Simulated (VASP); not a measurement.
# MgO (Periclase) (Fm-3m) in VASP: notebook

The runs below take MgO (Periclase) through single point, with PBEsol.

All numbers are computed with VASP 6.6.1; they aren't measurements. Logs are shortened: lines on timing, memory, paths and dates and some standing lists are left out, and cuts for length are marked.

## Step 1: The cell of the first run

Symmetry: Fm-3m, No. 225, cubic system. The conventional cell has a = 4.131 Å, b = 4.131 Å, c = 4.131 Å, α = 90.00°, β = 90.00°, γ = 90.00°. Within 2.7 Å of Mg (site symmetry m-3m) lie 6 O at 2.07 Å. O (site symmetry m-3m) has 6 Mg at 2.07 Å within 2.7 Å.

## Step 2: Single point, PBEsol

The input, INCAR:

```
PREC = Accurate
ENCUT = 520
EDIFF = 1E-6
ISMEAR = 0
SIGMA = 0.01
LREAL = F
LASPH = T
NELM = 80
ALGO = Normal
ISIF = 2
LWAVE = F
LCHARG = F
GGA = PS
NBANDS = 11
```

The input, KPOINTS:

```
regular mesh
0
Gamma
  8 8 8
```

The input, POSCAR:

```
MgO
1.0
    0.0000000000      2.0654573102      2.0654573102
    2.0654573102      0.0000000000      2.0654573102
    2.0654573102      2.0654573102      0.0000000000
Mg O
1 1
Direct
    0.0000000000      0.0000000000      0.0000000000
    0.5000000000      0.5000000000      0.5000000000
```

Potentials or basis: VASP PAW PBE potentials, release 64 (Mg, O).

Started as:

```sh
cat potpaw_PBE.64/Mg/POTCAR potpaw_PBE.64/O/POTCAR > POTCAR
mpirun -np 1 vasp_std > vasp.out
```

OUTCAR:

```text
PREC = Accurate
   ENCUT = 520
   EDIFF = 1E-6
   ISMEAR = 0
   LREAL = F
   LASPH = T
   NELM = 80
   ISIF = 2
   GGA = PS

 ion  position               nearest neighbor table
   1  0.000  0.000  0.000-   2 2.07   2 2.07   2 2.07   2 2.07   2 2.07   2 2.07
   2  0.500  0.500  0.500-   1 2.07   1 2.07   1 2.07   1 2.07   1 2.07   1 2.07

  LATTYP: Found a face centered cubic cell.
 ALAT       =     4.1309146204

  Lattice vectors:

 A1 = (   0.0000000000,   2.0654573102,   2.0654573102)
 A2 = (   2.0654573102,   0.0000000000,   2.0654573102)
 A3 = (   2.0654573102,   2.0654573102,   0.0000000000)

Analysis of symmetry for initial positions (statically):
=====================================================================
 Subroutine PRICEL returns:
 Original cell was already a primitive cell.

 Routine SETGRP: Setting up the symmetry group for a
 face centered cubic supercell.

 Subroutine GETGRP returns: Found 48 space group operations
 (whereof 48 operations were pure point group operations)
 out of a pool of 48 trial point group operations.

The static configuration has the point symmetry O_h .

Analysis of symmetry for dynamics (positions and initial velocities):
=====================================================================
 Subroutine PRICEL returns:
 Original cell was already a primitive cell.

 Routine SETGRP: Setting up the symmetry group for a
 face centered cubic supercell.

 Subroutine GETGRP returns: Found 48 space group operations
 (whereof 48 operations were pure point group operations)
 out of a pool of 48 trial point group operations.

The dynamic configuration has the point symmetry O_h .

 Subroutine INISYM returns: Found 48 space group operations
 (whereof 48 operations are pure point group operations),
 and found     1 'primitive' translations

----------------------------------------------------------------------------------------

                                     Primitive cell

  volume of cell :      17.6230

  direct lattice vectors                    reciprocal lattice vectors
     0.000000000  2.065457310  2.065457310    -0.242077141  0.242077141  0.242077141
     2.065457310  0.000000000  2.065457310     0.242077141 -0.242077141  0.242077141
     2.065457310  2.065457310  0.000000000     0.242077141  0.242077141 -0.242077141

  length of vectors
     2.920997741  2.920997741  2.920997741     0.419289907  0.419289907  0.419289907

  position of ions in fractional coordinates (direct lattice)
     0.000000000  0.000000000  0.000000000
     0.500000000  0.500000000  0.500000000
[... 81 lines left out ...]
   IBRION =     -1    ionic relax: 0-MD 1-quasi-New 2-CG
   NFREE  =      0    steps in history (QN), initial steepest desc. (CG)
   ISIF   =      2    stress and relaxation
   ISYM   =      2    0-nonsym 1-usesym 2-fastsym
   POTIM  = 0.5000    time-step for ionic-motion
   TEBEG  =    0.0;   TEEND  =   0.0 temperature during run
   PSTRESS=    0.0 pullay stress
   NELECT =       8.0000    total number of electrons
   NUPDOWN=      -1.0000    fix difference up-down
   EMIN   =  10.00;   EMAX   =-10.00  energy-range for DOS
   EFERMI =   0.00;   METHOD = LEGACY
   ISMEAR =     0;   SIGMA  =   0.01  broadening in eV -4-tet -1-fermi 0-gaus
   EFERMI_NEDOS =   21; number of points for ismear=-14 and -15
   IALGO  =     38    algorithm
   IMIX   =      4    mixing-type and parameters
     AMIX     =   0.40;   BMIX     =  1.00
     AMIX_MAG =   1.60;   BMIX_MAG =  1.00
  volume/ion in A,a.u.               =       8.81        59.46
  Fermi-wavevector in a.u.,A,eV,Ry     =   1.258187  2.377629 21.538500  1.583035
  Thomas-Fermi vector in A             =   2.391809
   LORBIT       =      0    0 simple, 1 ext, 2 COOP (PROOUT), +10 PAW based schemes
   GGA     = PS    functional components
   LHFCALC =     F    Hartree Fock is set to
   AEXX    =    0.0000 exact exchange contribution
   IVDW    =     0    specifies the selected vdW correction
   LEPSILON=     F    determine dielectric tensor
   LRPA    =     F    only Hartree local field effects (RPA)
 non-spin polarized calculation
 Gauss-broadening in eV      SIGMA  =   0.01
  energy-cutoff  :      520.00
  volume of cell :       17.62
 maximum number of plane-waves:       489
 NGX is ok and might be reduce to    24
   NGX = 11   NGY = 11   NGZ = 11

 number of electron       7.9999998 magnetization

 Free energy of the ion-electron system (eV)
  ---------------------------------------------------
  ext. energy  EPLUGINS =         0.00000000
  ---------------------------------------------------
  free energy    TOTEN  =       -12.47966717 eV

  energy without entropy =      -12.47966717  energy(sigma->0) =      -12.47966717

 E-fermi :   3.5937     XC(G=0): -11.5960

 val. band max:        3.5198823011   @ k =   0.0000   0.0000   0.0000
 cond. band min:       8.7395382227   @ k =   0.0000   0.0000   0.0000
 fundamental gap:      5.2196559215
 Fermi energy:         3.5937233254

 k-point     1 :       0.0000    0.0000    0.0000
  band No.  band energies     occupation
      1     -13.9988      2.00000
      2       3.5199      2.00000
      3       3.5199      2.00000
      4       3.5199      2.00000
      5       8.7395      0.00000
      6      19.4735      0.00000
      7      19.4735      0.00000
      8      19.4735      0.00000
      9      23.4728      0.00000
     10      25.4278      0.00000
     11      25.4278      0.00000
[... 309 lines left out ...]
 k-point    24 :      -0.3750    0.2500    0.1250
  band No.  band energies     occupation
      1     -12.3599      2.00000
      2      -0.7747      2.00000
      3       1.4165      2.00000
      4       2.4367      2.00000
      5      13.4643      0.00000
      6      16.1394      0.00000
      7      17.5495      0.00000
      8      21.0129      0.00000
      9      24.5899      0.00000
     10      26.2337      0.00000
     11      30.4912      0.00000

 [... further k-points ...]
[... 5 lines left out ...]
  --------------------------------------------------------------------------------------
  -------------------------------------------------------------------------------------
  Total        1.1285985      1.1285985      1.1285985      0.0000000     -0.0000000      0.0000000
  in kB      102.6056740    102.6056740    102.6056740      0.0000000     -0.0000000      0.0000000
  external PRESSURE =     102.6056740 kB  Pullay stress =       0.0000000 kB

 VOLUME and BASIS-vectors are now :
 -----------------------------------------------------------------------------
  energy-cutoff  :      520.00
  volume of cell :       17.62
      direct lattice vectors                 reciprocal lattice vectors
     0.000000000  2.065457310  2.065457310    -0.242077141  0.242077141  0.242077141
     2.065457310  0.000000000  2.065457310     0.242077141 -0.242077141  0.242077141
     2.065457310  2.065457310  0.000000000     0.242077141  0.242077141 -0.242077141

 POSITION                                       TOTAL-FORCE (eV/Angst)
 -----------------------------------------------------------------------------------
      0.00000      0.00000      0.00000        -0.000000     -0.000000      0.000000
      2.06546      2.06546      2.06546         0.000000      0.000000     -0.000000
 -----------------------------------------------------------------------------------
    total drift:                               -0.000000     -0.000000      0.000000

  FREE ENERGIE OF THE ION-ELECTRON SYSTEM (eV)
  ---------------------------------------------------
  free  energy   TOTEN  =       -12.4796671739 eV

  energy  without entropy=      -12.4796671739  energy(sigma->0) =      -12.47966717
```

OSZICAR:

```text
N       E                     dE             d eps       ncg     rms          rms(c)
DAV:   1     0.104547298434E+02    0.10455E+02   -0.47655E+03   766   0.658E+02
DAV:   2    -0.135064883553E+02   -0.23961E+02   -0.23408E+02   730   0.135E+02
DAV:   3    -0.138839030058E+02   -0.37741E+00   -0.37714E+00   770   0.145E+01
DAV:   4    -0.138847915498E+02   -0.88854E-03   -0.88853E-03   692   0.795E-01
DAV:   5    -0.138847944365E+02   -0.28867E-05   -0.28867E-05   743   0.443E-02    0.674E+00
DAV:   6    -0.125135011321E+02    0.13713E+01   -0.73237E+00   668   0.151E+01    0.210E+00
DAV:   7    -0.124927104831E+02    0.20791E-01   -0.46638E-02   698   0.194E+00    0.129E+00
DAV:   8    -0.124799785982E+02    0.12732E-01   -0.19680E-02   668   0.163E+00    0.202E-01
DAV:   9    -0.124797233481E+02    0.25525E-03   -0.35207E-04   713   0.130E-01    0.123E-01
DAV:  10    -0.124796653247E+02    0.58023E-04   -0.38305E-04   719   0.142E-01    0.372E-03
DAV:  11    -0.124796669261E+02   -0.16014E-05   -0.27327E-06   695   0.129E-02    0.320E-03
DAV:  12    -0.124796671739E+02   -0.24780E-06   -0.10738E-07   373   0.283E-03
   1 F= -.12479667E+02 E0= -.12479667E+02  d E =-.690721E-28
```

stdout:

```text
POSCAR found type information on POSCAR MgO
 POSCAR found :  2 types and       2 ions
 scaLAPACK will be used
 -----------------------------------------------------------------------------
|                                                                             |
|                                                                             |
|     You enforced a specific xc type in the INCAR file but a different       |
|     I HOPE YOU KNOW WHAT YOU ARE DOING!                                     |
|                                                                             |
 -----------------------------------------------------------------------------

 LDA part: xc-table for (Slater+PW92), standard interpolation
 POSCAR, INCAR and KPOINTS ok, starting setup
 FFT: planning ... GRIDC
 FFT: planning ... GRID_SOFT
 FFT: planning ... GRID
 WAVECAR not read
 entering main loop
```

Run time: 12 s. Hardware: 1 thread of Intel Xeon 8259CL, shared host; peak memory 0.14 GiB.

What came out:

```
Free energy            : -12.4797 eV
Pressure               : 10.3 GPa
Band gap on the k mesh : 5.22 eV, direct
```

Caveat: the PAW data sets were made with another functional, which shifts forces and pressure a little. PBEsol gaps usually lie below the measured ones, often by a third to a half.

## Step 3: Single point, PBEsol

This run uses another cell than the first one, of 9.09 Å³/atom, 1.032 times its volume.

The input, INCAR:

```
SYSTEM = MgO
PREC = Accurate
ENCUT = 520
EDIFF = 1E-7
ISMEAR = 0
SIGMA = 0.01
LREAL = .FALSE.
LASPH = .TRUE.
NELM = 60
ALGO = Normal
ISIF = 2
LWAVE = .FALSE.
LCHARG = .FALSE.
GGA = PS
NBANDS = 11
```

The input, KPOINTS:

```
regular mesh
0
G
  8 8 8
  0 0 0
```

The input, POSCAR:

```
MgO
1.0
    0.0000000000      2.0872005640      2.0872005640
    2.0872005640      0.0000000000      2.0872005640
    2.0872005640      2.0872005640      0.0000000000
Mg O
1 1
Direct
    0.0000000000      0.0000000000      0.0000000000
    0.5000000000      0.5000000000      0.5000000000
```

Potentials or basis: VASP PAW PBE potentials, release 64 (Mg, O).

Started as:

```sh
cat potpaw_PBE.64/Mg/POTCAR potpaw_PBE.64/O/POTCAR > POTCAR
mpirun -np 1 vasp_std > vasp.out
```

It took 11 s on 1 thread of Intel Xeon 8259CL, shared host; peak memory 0.14 GiB.

Results (log left out):

| Property | Result |
| --- | --- |
| Free energy | -12.5057 eV |
| Pressure | 4.3 GPa |
| Band gap on the k mesh | 4.90 eV, direct |

Levels at points of the mesh, in eV from the valence-band top:
| k point | band 1 | band 2 | band 3 | band 4 | band 5 | band 6 | band 7 | band 8 | band 9 |
| --- | --- | --- | --- | --- | --- | --- | --- | --- | --- |
| (0.00, 0.00, 0.00) | -17.35 | 0.00 | 0.00 | 0.00 | 4.90 | 15.78 | 15.78 | 15.78 | 19.70 |
| (0.50, 0.00, 0.00) | -15.96 | -4.80 | -0.69 | -0.69 | 7.91 | 12.81 | 16.45 | 16.45 | 21.17 |
| (0.50, 0.50, 0.00) | -15.69 | -4.26 | -1.40 | -1.40 | 8.95 | 10.17 | 13.26 | 19.26 | 19.26 |

Caveat: the PAW data sets were made with another functional, which shifts forces and pressure a little.
